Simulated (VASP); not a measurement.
Wanted: the native input for a VASP 6.6.1 run.

- Task: single point
- Functional: PBE
- Potentials or basis: VASP PAW PBE potentials, release 64 (B, N)
- Cutoff: 520 eV
- k mesh: 1 × 1 × 1
- Occupations: fermi-dirac, width 0.01 eV
- Spin: no spin polarisation
- Dipole correction: no
- Further INCAR settings: LREAL = Auto; ALGO = Normal; EDIFF = 1e-06; NBANDS = 545

The structure of B109N107 (a cell with a defect) lies in POSCAR:

```
B109N107
1.0
   11.1975469267      6.4649067324      0.0000000000
  -11.1975469267      6.4649067324      0.0000000000
    0.0000000000      0.0000000000     12.9909657524
B N
109 107
Direct
   -0.0000292370      0.2229022771      0.1262308264
    0.1110368891      0.1117192199      0.1252286135
    0.2222299117      0.0006651087      0.1268285758
    0.0001922180      0.1110234953      0.3794320590
    0.1115404091     -0.0002966139      0.3797665573
    0.2223311298      0.2218482015      0.3680892608
   -0.0000033386      0.2220648166      0.6264751771
    0.1111294015      0.1109816916      0.6254678566
    0.2222136477     -0.0001527264      0.6268399920
   -0.0000005173      0.1113204038      0.8759340379
    0.1111173289      0.0002050508      0.8760858927
    0.2222046871      0.2224083810      0.8732080469
    0.0000267045      0.5562560528      0.1276145868
    0.1110590183      0.4451439790      0.1243018122
    0.2219077943      0.3338106750      0.1199174917
   -0.0011055695      0.4438793571      0.3801653653
    0.1081163788      0.3319795232      0.3760950496
    0.2200637590      0.5557291119      0.3758618261
   -0.0000773271      0.5553446069      0.6275280491
    0.1110884185      0.4442443010      0.6252346696
    0.2222427896      0.3331870238      0.6218967967
   -0.0000050013      0.4446523510      0.8761691369
    0.1110891168      0.3335314316      0.8742508322
    0.2222066370      0.5557699157      0.8741045112
    0.0000189515      0.8895774121      0.1277685022
    0.1111358017      0.7784756985      0.1286968681
    0.2222131029      0.6673881073      0.1260516797
    0.0008911870      0.7781019006      0.3816262954
    0.1101986981      0.6661186817      0.3814486316
    0.2221385836      0.8873658712      0.3818346069
   -0.0000410090      0.8887171630      0.6276645503
    0.1110570724      0.7775749705      0.6283581779
    0.2221777156      0.6664201903      0.6263247391
    0.0000031319      0.7779867317      0.8767515298
    0.1111078940      0.6668727739      0.8766964957
    0.2222242542      0.8890915544      0.8769095221
    0.3330905617      0.2226242872      0.1210358197
    0.4444663744      0.1117736367      0.1254089002
    0.5555778631      0.0007054768      0.1278751423
    0.3324840642      0.1076076919      0.3775099223
    0.4443916032     -0.0016465949      0.3807646772
    0.5562835155      0.2195156176      0.3774246997
    0.3333418149      0.2220904695      0.6222484324
    0.4443939330      0.1109340829      0.6258196075
    0.5554865712     -0.0002395168      0.6276866338
    0.3333288735      0.1112982677      0.8746962594
    0.4444461814      0.0002008730      0.8764321514
    0.5555610722      0.2224135310      0.8746976210
    0.3332443574      0.5565094021      0.1194488856
    0.4444685878      0.4452742114      0.1161807648
    0.5558360583      0.3339966530      0.1209713304
    0.3234005661      0.4437365846      0.3462334364
    0.4443609659      0.3230178938      0.3489644514
    0.5654273500      0.5647936491      0.3460645647
    0.4444086857      0.4435484561      0.3207879532
    0.3332946810      0.5552944444      0.6215999428
    0.4443991732      0.4442360899      0.6196726072
    0.5554488247      0.3331427250      0.6221819746
    0.3332914828      0.4446491456      0.8713209392
    0.4444462271      0.3335000467      0.8716539150
    0.5555949961      0.5558005924      0.8712848060
    0.3333538011      0.8895918888      0.1279199133
    0.4444682736      0.7785674429      0.1246528833
    0.5556862604      0.6677285364      0.1193887261
    0.3330872264      0.7766914227      0.3791855529
    0.4443988891      0.6658567532      0.3667333998
    0.5557001511      0.8880055149      0.3791490969
    0.3332909450      0.8886641378      0.6277416291
    0.4443892330      0.7774970379      0.6250471565
    0.5554910996      0.6663929579      0.6215494547
    0.3333295426      0.7779811403      0.8758190519
    0.4444461521      0.6668965410      0.8727168176
    0.5555612181      0.8890980253      0.8757814603
    0.6666999574      0.2228985271      0.1267508541
    0.7777963798      0.1118078575      0.1286346465
    0.8889025344      0.0006942256      0.1275934706
    0.6666445875      0.1096329288      0.3817433980
    0.7785901416      0.0003269808      0.3814267104
    0.8878959099      0.2216124953      0.3815667532
    0.6665713282      0.2220214254      0.6267446386
    0.7777222370      0.1109038663      0.6282926911
    0.8888597325     -0.0001877887      0.6275360549
    0.6666671497      0.1113140854      0.8769003900
    0.7777787295      0.0002089852      0.8766417138
    0.8888860859      0.2224291580      0.8767757907
    0.6670193752      0.5563675457      0.1198120036
    0.7778919495      0.4451457929      0.1251420171
    0.8889091980      0.3340246912      0.1277367749
    0.6664487695      0.4439143988      0.3679236795
    0.7772405116      0.3325639295      0.3796426984
    0.8885900994      0.5552174905      0.3793619653
    0.6665482774      0.5553379062      0.6218011638
    0.7776581420      0.4442436903      0.6253640964
    0.8888226360      0.3331442519      0.6276093746
    0.6666848388      0.4446520432      0.8731812763
    0.7777720838      0.3335344630      0.8761062778
    0.8888868878      0.5557665333      0.8759386243
    0.6667205451      0.8896416283      0.1259872503
    0.7778719796      0.7785481189      0.1242332681
    0.8889595208      0.6673960001      0.1261949705
    0.6687362210      0.7800820103      0.3758465786
    0.7806853562      0.6682668408      0.3760394741
    0.8898970117      0.8893817668      0.3802186336
    0.6666027855      0.8886319001      0.6262688465
    0.7776948244      0.7775465311      0.6251819407
    0.8887886605      0.6664630825      0.6264348023
    0.6666826730      0.7780080972      0.8740220398
    0.7777989465      0.6668884410      0.8741887041
    0.8888949041      0.8891020765      0.8761019548
   -0.0017620542      0.2210870196      0.3805693220
    0.1115473922      0.1110527553      0.3767537316
    0.2215822619     -0.0022941619      0.3811618508
    0.0000471064      0.1118320232      0.1268575112
    0.1111595408      0.0007324058      0.1271741271
    0.2222279547      0.2229234221      0.1214132582
    0.0000003435      0.2224307536      0.8759141023
    0.1111210143      0.1113255529      0.8751839775
    0.2222275068      0.0002075462      0.8762186769
   -0.0000023573      0.1109479246      0.6268973426
    0.1110948378     -0.0001478901      0.6270997826
    0.2222104382      0.2220605785      0.6224879761
   -0.0007580673      0.5549844138      0.3806579931
    0.1094547192      0.4438724314      0.3779897662
    0.2176373341      0.3316148137      0.3651406162
    0.0000059034      0.4451387638      0.1270925788
    0.1110533392      0.3340129910      0.1230812896
    0.2221796965      0.5562795502      0.1228493500
   -0.0000088332      0.5557615706      0.8767155782
    0.1111029517      0.4446508034      0.8748637273
    0.2222004908      0.3335267387      0.8723357300
   -0.0000549866      0.4442441320      0.6272868238
    0.1110901632      0.3331463034      0.6244047118
    0.2221863668      0.5553379381      0.6242121768
    0.0006657496      0.8890435558      0.3809154701
    0.1110699366      0.7771886546      0.3819870831
    0.2210731246      0.6666302052      0.3803285238
    0.0000226118      0.7784783721      0.1283007537
    0.1111273894      0.6673588959      0.1281786890
    0.2222533423      0.8895953876      0.1285676978
    0.0000067556      0.8891020086      0.8767644998
    0.1111115267      0.7779844713      0.8773651375
    0.2222186828      0.6668719280      0.8757731708
   -0.0000639825      0.7775841997      0.6281265016
    0.1110544475      0.6664477601      0.6280131032
    0.2221838737      0.8886934093      0.6283312352
    0.3321520424      0.2172119543      0.3671741039
    0.4443884946      0.1089336611      0.3793987897
    0.5554910933     -0.0013221773      0.3809372372
    0.3333451414      0.1117961164      0.1242419496
    0.4444661740      0.0007062974      0.1276587026
    0.5555854021      0.2229155474      0.1241752649
    0.3333286990      0.2224108840      0.8727059363
    0.4444449168      0.1113123165      0.8754156689
    0.5555562172      0.0001995882      0.8768457642
    0.3332958015      0.1109401876      0.6249686184
    0.4443891813     -0.0002153800      0.6276621811
    0.5554909963      0.2220354461      0.6248939899
    0.3299271743      0.5560479730      0.3646263792
    0.5566101249      0.3294458487      0.3670439675
    0.3331273076      0.4451544282      0.1162330099
    0.4444620297      0.3339752508      0.1181368095
    0.5558058380      0.5564976786      0.1161288174
    0.3333198370      0.5557735131      0.8720675686
    0.4444433613      0.4446466252      0.8706523820
    0.5555614796      0.3335269240      0.8726993009
    0.3333040189      0.4442365253      0.6199980280
    0.4443958876      0.3331491902      0.6204596656
    0.5554873323      0.5553283190      0.6199269265
    0.3332950825      0.8875727513      0.3809858869
    0.4443954462      0.7766377811      0.3759760754
    0.5588764060      0.6705306180      0.3646335334
    0.3333626460      0.7784559681      0.1266944571
    0.4444641688      0.6673844552      0.1204237122
    0.5555714826      0.8895611132      0.1266518361
    0.3333359283      0.8890885602      0.8768620431
    0.4444446568      0.7779794263      0.8747930748
    0.5555690739      0.6668973705      0.8720079877
    0.3332953002      0.7775329809      0.6267367775
    0.4443910517      0.6664217914      0.6218820316
    0.5554843685      0.8886265055      0.6266844417
    0.6671953077      0.2205261036      0.3810218567
    0.7777159655      0.1105254422      0.3819106003
    0.8895448794      0.0001422940      0.3807209372
    0.6666782857      0.1118069204      0.1285049688
    0.7778040306      0.0006986144      0.1281172404
    0.8889079141      0.2229226788      0.1282639913
    0.6666630017      0.2224271623      0.8762275582
    0.7777800662      0.1113193544      0.8773592378
    0.8888952361      0.0002136693      0.8766613176
    0.6665963636      0.1108955511      0.6282308129
    0.7777274896     -0.0002173468      0.6279694079
    0.8888465203      0.2220360406      0.6280878162
    0.6711697728      0.5583961771      0.3649771918
    0.7772288753      0.4439007993      0.3766179299
    0.8881208996      0.3327793255      0.3808360801
    0.6666999164      0.4451583829      0.1213146589
    0.7777690311      0.3340368014      0.1270885883
    0.8888820767      0.5562492176      0.1268148049
    0.6666884245      0.5557728057      0.8722768188
    0.7777668551      0.4446500104      0.8751856195
    0.8888830696      0.3335423067      0.8768118124
    0.6665799640      0.4442422370      0.6223829416
    0.7776898006      0.3331461419      0.6269923977
    0.8887875750      0.5553418438      0.6268282816
    0.6677192030      0.8899682908      0.3802855881
    0.7793407149      0.7788209709      0.3779947428
    0.8905499663      0.6672356214      0.3805764985
    0.6667521589      0.7785654238      0.1227750983
    0.7778791300      0.6674244823      0.1229903165
    0.8889242773      0.8895974057      0.1270557264
    0.6666704271      0.8890977931      0.8756849179
    0.7777865061      0.7779930302      0.8747700353
    0.8888892213      0.6668766546      0.8758822821
    0.6665977546      0.7775433721      0.6241482915
    0.7776967424      0.6664494631      0.6243179114
    0.8888364079      0.8886903199      0.6272987302
```

These files were run (other wordings do the same):

INCAR

```
ALGO = Normal
EDIFF = 1E-6
ENCUT = 520
GGA = PE
GGA_COMPAT = F
ISIF = 2
ISMEAR = -1
LASPH = T
LCHARG = T
LELF = T
LREAL = Auto
LVHAR = T
LWAVE = F
NBANDS = 545
NCORE = 4
NELM = 120
PREC = Accurate
SIGMA = 0.01
```

KPOINTS

```
k-points
0
Gamma
  1 1 1
```

Potentials or basis: VASP PAW PBE potentials, release 64 (B, N).

Launch:

```console
$ cat potpaw_PBE.64/B/POTCAR potpaw_PBE.64/N/POTCAR > POTCAR
$ mpirun -np 4 vasp_gam > vasp.out
```

It gave:

- Pressure: 9.4 GPa
- Largest force: 0.023 eV/Å
- Band gap on the k mesh: 1.52 eV

Caveat: the k points lie up to 0.56 Å⁻¹ apart.

It took 10 min on 4 MPI ranks on AMD EPYC 7R13 Processor (Zen 3), with other jobs on the host, peak memory 0.56 GiB a rank.
